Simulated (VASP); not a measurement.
# Ga (C2/c) in VASP: notebook

The runs below take Ga through electric field gradients, with LDA, PBEsol, r2SCAN.

Program: VASP 6.6.1. These are calculated values, not measurements. Logs are shortened: lines on timing, memory, paths and dates and some standing lists are left out, and cuts for length are marked.

### Step 1. The cell of the first run

Symmetry: C2/c, No. 15, monoclinic system. The conventional cell has a = 2.766 Å, b = 8.053 Å, c = 3.332 Å, α = 90.00°, β = 92.02°, γ = 90.00°. Ga (site symmetry 2) has 10 Ga at 2.69 to 3.33 Å within 3.5 Å.

### Step 2. Electric field gradients, LDA

Contents of INCAR:

```
SYSTEM = Ga
PREC = Accurate ; ENCUT = 520
EDIFF = 1E-8 ; ISMEAR = -1
SIGMA = 0.03 ; LREAL = .False.
LASPH = .True. ; NELM = 100
ALGO = Normal ; ISIF = 2
LWAVE = .False. ; LCHARG = .False.
LEFG = .True. ; NBANDS = 20
```

Contents of KPOINTS:

```
regular mesh
0
Gamma
  14 14 11
  0 0 0
```

Contents of POSCAR:

```
Ga
1.0
    1.3830000000     -4.0265000000      0.0000000000
    1.3830000000      4.0265000000      0.0000000000
   -0.1174500000      0.0000000000      3.3299300000
Ga
2
Direct
    0.8690000000      0.1310000000      0.2500000000
    0.1310000000      0.8690000000      0.7500000000
```

Potentials or basis: VASP PAW LDA potentials, release 64 (Ga_d).

Launch:

```
cat potpaw_LDA.64/Ga_d/POTCAR > POTCAR
mpirun -np 1 vasp_std > vasp.out
```

OUTCAR:

```text
SYSTEM = Ga
   PREC = Accurate
   ENCUT = 520
   EDIFF = 1E-8
   ISMEAR = -1
   LREAL = .False.
   LASPH = .True.
   NELM = 100
   ISIF = 2

 ion  position               nearest neighbor table
   1  0.869  0.131  0.250-   2 2.69   2 2.69   2 2.86   2 2.86   2 2.92   2 2.92
   2  0.131  0.869  0.750-   1 2.69   1 2.69   1 2.86   1 2.86   1 2.92   1 2.92

  LATTYP: Found a base centered monoclinic cell.
 ALAT       =     2.7660000000
 B/A-ratio  =     2.9114244396
 C/A-ratio  =     1.2046278548
 COS(beta)  =    -0.0352490928

  Lattice vectors:

 A1 = (   1.3830000000,  -4.0265000000,   0.0000000000)
 A2 = (   1.3830000000,   4.0265000000,   0.0000000000)
 A3 = (  -0.1174500000,   0.0000000000,   3.3299300000)

Analysis of symmetry for initial positions (statically):
=====================================================================
 Subroutine PRICEL returns:
 Original cell was already a primitive cell.

 Routine SETGRP: Setting up the symmetry group for a
 base centered monoclinic supercell.

 Subroutine GETGRP returns: Found  4 space group operations
 (whereof  2 operations were pure point group operations)
 out of a pool of  4 trial point group operations.

The static configuration has the point symmetry S_2 .
 The point group associated with its full space group is C_2h.

Analysis of symmetry for dynamics (positions and initial velocities):
=====================================================================
 Subroutine PRICEL returns:
 Original cell was already a primitive cell.

 Routine SETGRP: Setting up the symmetry group for a
 base centered monoclinic supercell.

 Subroutine GETGRP returns: Found  4 space group operations
 (whereof  2 operations were pure point group operations)
 out of a pool of  4 trial point group operations.

The dynamic configuration has the point symmetry S_2 .
 The point group associated with its full space group is C_2h.

 Subroutine INISYM returns: Found  4 space group operations
 (whereof  2 operations are pure point group operations),
 and found     1 'primitive' translations

----------------------------------------------------------------------------------------

                                     Primitive cell

  volume of cell :      37.0864

  direct lattice vectors                    reciprocal lattice vectors
     1.383000000 -4.026500000  0.000000000     0.361532899 -0.124177325  0.012751631
     1.383000000  4.026500000  0.000000000     0.361532899  0.124177325  0.012751631
    -0.117450000  0.000000000  3.329930000     0.000000000  0.000000000  0.300306613

  length of vectors
     4.257392541  4.257392541  3.332000646     0.382476992  0.382476992  0.300306613

  position of ions in fractional coordinates (direct lattice)
     0.869000000  0.131000000  0.250000000
     0.131000000  0.869000000  0.750000000

  ion indices of the primitive-cell ions
   primitive index   ion index
                 1           1
                 2           2

----------------------------------------------------------------------------------------

 KPOINTS: regular mesh

Automatic generation of k-mesh.
 Grid dimensions read from file:
 generate k-points for:   14   14   11

 Generating k-lattice:

  Cartesian coordinates                     Fractional coordinates (reciprocal lattice)
     0.025823779 -0.008869809  0.000910831     0.071428571  0.000000000 -0.000000000
     0.025823779  0.008869809  0.000910831     0.000000000  0.071428571 -0.000000000
     0.000000000  0.000000000  0.027300601     0.000000000  0.000000000  0.090909091

  Length of vectors
     0.027319785  0.027319785  0.027300601

  Shift w.r.t. Gamma in fractional coordinates (k-lattice)
     0.000000000  0.000000000  0.000000000

 Subroutine IBZKPT returns following result:
 ===========================================

 Found    582 irreducible k-points:

 Following reciprocal coordinates:
            Coordinates               Weight
  0.000000  0.000000  0.000000      1.000000
  0.071429 -0.000000  0.000000      4.000000
  0.142857  0.000000  0.000000      4.000000
  0.214286  0.000000  0.000000      4.000000
  0.285714  0.000000  0.000000      4.000000
  0.357143 -0.000000  0.000000      4.000000
[... 16 lines left out ...]
  0.214286  0.142857 -0.000000      4.000000
  0.285714  0.142857  0.000000      4.000000
 [... further k-points ...]
   k-points           NKPTS =    582   k-points in BZ     NKDIM =    582   number of bands    NBANDS=     20
   number of dos      NEDOS =    301   number of ions     NIONS =      2
   total plane-waves  NPLWV =  28672
   dimension x,y,z NGX =    32 NGY =   32 NGZ =   28
   dimension x,y,z NGXF=    64 NGYF=   64 NGZF=   56
   ions per type =               2
   NGX,Y,Z   is equivalent  to a cutoff of  12.50, 12.50, 13.97 a.u.
   NGXF,Y,Z  is equivalent  to a cutoff of  24.99, 24.99, 27.94 a.u.
 SYSTEM =  Ga
   PREC   = accura    normal or accurate (medium, high low for compatibility)
   ISTART =      0    job   : 0-new  1-cont  2-samecut
   ICHARG =      2    charge: 1-file 2-atom 10-const
   ISPIN  =      1    spin polarized calculation?
   LNONCOLLINEAR =      F non collinear calculations
   LSORBIT =      F    spin-orbit coupling
   LASPH  =      T    aspherical Exc in radial PAW
   ENCUT  =  520.0 eV  38.22 Ry    6.18 a.u.   7.92  7.92  6.20*2*pi/ulx,y,z
   NELM   =    100;   NELMIN=  2; NELMDL= -5     # of ELM steps
   EDIFF  = 0.1E-07   stopping-criterion for ELM
   LREAL  =      F    real-space projection
   EDIFFG = 0.1E-06   stopping-criterion for IOM
   NSW    =      0    number of steps for IOM
   IBRION =     -1    ionic relax: 0-MD 1-quasi-New 2-CG
   NFREE  =      0    steps in history (QN), initial steepest desc. (CG)
   ISIF   =      2    stress and relaxation
   ISYM   =      2    0-nonsym 1-usesym 2-fastsym
   POTIM  = 0.5000    time-step for ionic-motion
   TEBEG  =    0.0;   TEEND  =   0.0 temperature during run
   PSTRESS=    0.0 pullay stress
   NELECT =      26.0000    total number of electrons
   NUPDOWN=      -1.0000    fix difference up-down
   EMIN   =  10.00;   EMAX   =-10.00  energy-range for DOS
   EFERMI =   0.00;   METHOD = LEGACY
   ISMEAR =    -1;   SIGMA  =   0.03  broadening in eV -4-tet -1-fermi 0-gaus
   EFERMI_NEDOS =   21; number of points for ismear=-14 and -15
   IALGO  =     38    algorithm
   IMIX   =      4    mixing-type and parameters
     AMIX     =   0.40;   BMIX     =  1.00
     AMIX_MAG =   1.60;   BMIX_MAG =  1.00
  volume/ion in A,a.u.               =      18.54       125.14
  Fermi-wavevector in a.u.,A,eV,Ry     =   1.454323  2.748272 28.777086  2.115056
  Thomas-Fermi vector in A             =   2.571487
   LORBIT       =      0    0 simple, 1 ext, 2 COOP (PROOUT), +10 PAW based schemes
   GGA     = CA    functional components
   LHFCALC =     F    Hartree Fock is set to
   AEXX    =    0.0000 exact exchange contribution
   IVDW    =     0    specifies the selected vdW correction
   LEPSILON=     F    determine dielectric tensor
   LRPA    =     F    only Hartree local field effects (RPA)
 non-spin polarized calculation
  energy-cutoff  :      520.00
  volume of cell :       37.09
 maximum number of plane-waves:      1015
   NGX = 15   NGY = 15   NGZ = 13

 number of electron      26.0000006 magnetization

 Free energy of the ion-electron system (eV)
  ---------------------------------------------------
  ext. energy  EPLUGINS =         0.00000000
  ---------------------------------------------------
  free energy    TOTEN  =        -7.13455067 eV

  energy without entropy =       -7.13277097  energy(sigma->0) =       -7.13366082

 E-fermi :   5.3921     XC(G=0): -11.3709

 val. band max:        5.3856897709   @ k =   0.0000   0.0000   0.3636
 cond. band min:       5.3965339456   @ k =   0.3571   0.3571   0.1818
 fundamental gap:      0.0108441747
 Fermi energy:         5.3921143836

 k-point     1 :       0.0000    0.0000    0.0000
  band No.  band energies     occupation
      1      -9.8415      2.00000
      2      -9.8301      2.00000
      3      -9.7966      2.00000
      4      -9.7713      2.00000
      5      -9.4972      2.00000
      6      -9.4971      2.00000
[... 12 lines left out ...]
     19      16.0336      0.00000
     20      18.5735      0.00000
[... 507 lines left out ...]
 k-point    24 :       0.2857    0.1429    0.0000
  band No.  band energies     occupation
      1      -9.7920      2.00000
      2      -9.7420      2.00000
      3      -9.7077      2.00000
      4      -9.6477      2.00000
      5      -9.6157      2.00000
      6      -9.5812      2.00000
[... 12 lines left out ...]
     19      16.6788      0.00000
     20      17.8053      0.00000

 [... further k-points ...]

------------------------ aborting loop because EDIFF is reached ----------------------------------------

  FORCE on cell =-STRESS in cart. coord.  units (eV):
  Direction    XX          YY          ZZ          XY          YZ          ZX
  --------------------------------------------------------------------------------------
  -------------------------------------------------------------------------------------
  Total       -0.9080815     -0.9076541     -0.8145037      0.0000000      0.0000000     -0.0189972
  in kB      -39.2301916    -39.2117251    -35.1875188      0.0000000      0.0000000     -0.8207010
  external PRESSURE =     -37.8764785 kB  Pullay stress =       0.0000000 kB

 VOLUME and BASIS-vectors are now :
 -----------------------------------------------------------------------------
  energy-cutoff  :      520.00
  volume of cell :       37.09
      direct lattice vectors                 reciprocal lattice vectors
     1.383000000 -4.026500000  0.000000000     0.361532899 -0.124177325  0.012751631
     1.383000000  4.026500000  0.000000000     0.361532899  0.124177325  0.012751631
    -0.117450000  0.000000000  3.329930000     0.000000000  0.000000000  0.300306613

 POSITION                                       TOTAL-FORCE (eV/Angst)
 -----------------------------------------------------------------------------------
      1.35364     -2.97156      0.83248        -0.000000      0.167222     -0.000000
      1.29491      2.97156      2.49745         0.000000     -0.167222      0.000000
 -----------------------------------------------------------------------------------
    total drift:                                0.000000      0.000000     -0.000000

  FREE ENERGIE OF THE ION-ELECTRON SYSTEM (eV)
  ---------------------------------------------------
  free  energy   TOTEN  =        -7.1345506721 eV

  energy  without entropy=       -7.1327709663  energy(sigma->0) =       -7.13366082

 Electric field gradients (V/A^2)
---------------------------------------------------------------------
 ion       V_xx      V_yy      V_zz      V_xy      V_xz      V_yz
---------------------------------------------------------------------
   1      -6.358   -18.679    25.037     0.000    -2.571    -0.000
   2      -6.358   -18.679    25.037     0.000    -2.571    -0.000
---------------------------------------------------------------------

 Electric field gradients after diagonalization (V/A^2)
 (convention: |V_zz| > |V_xx| > |V_yy|)
----------------------------------------------------------------------
 ion       V_xx      V_yy      V_zz     asymmetry (V_yy - V_xx)/ V_zz
----------------------------------------------------------------------
   1     -18.679    -6.567    25.247       0.480
   2     -18.679    -6.567    25.247       0.480
----------------------------------------------------------------------

           NMR quadrupolar parameters

 Cq : quadrupolar parameter    Cq=e*Q*V_zz/h
 eta: asymmetry parameters     (V_yy - V_xx)/ V_zz
 Q  : nuclear electric quadrupole moment in mb (millibarn)
----------------------------------------------------------------------
 ion       Cq(MHz)       eta       Q (mb)
----------------------------------------------------------------------
   1       0.061       0.480       1.000
   2       0.061       0.480       1.000
----------------------------------------------------------------------
```

It took 6.1 min on 1 thread of Intel Xeon Platinum 8375C at 2.90GHz (Ice Lake), shared host; peak memory 0.42 GiB.

What came out:

```
Free energy                             : -7.1346 eV
Pressure                                : -3.8 GPa
Largest force                           : 0.167 eV/Å
Band gap on the k mesh                  : zero (bands 13 and 14 overlap by 7.93 eV)
Largest electric field gradient by atom : Ga +25.2 V/Å²
```

Forces in eV/Å, atoms in the order of the input:
```
Ga   0.000  0.167  0.000
Ga   0.000 -0.167  0.000
```

Levels at points of the mesh, in eV from the Fermi level:
```tsv
k point	band 10	band 11	band 12	band 13	band 14	band 15	band 16	band 17
(0.00, 0.00, 0.00)	-14.71	-11.22	-2.07	-1.70	1.61	5.54	9.62	10.08
(0.50, 0.00, 0.00)	-14.73	-6.09	-5.00	-1.33	-0.03	5.71	6.50	8.42
(0.50, 0.50, 0.00)	-14.77	-9.10	-8.60	3.97	4.55	5.79	6.01	7.49
```

Electric field gradients, principal values (V/Å²):
```
atom   least   middle  greatest (by size)
1 Ga  -6.567  -18.679              25.247
2 Ga  -6.567  -18.679              25.247
```

Caveat: the cell stands under tension; without QUAD_EFG the Cq values of the log hold for a quadrupole moment of 1 mb, not for the nuclei.

(Part 1 of 2 ends here.)
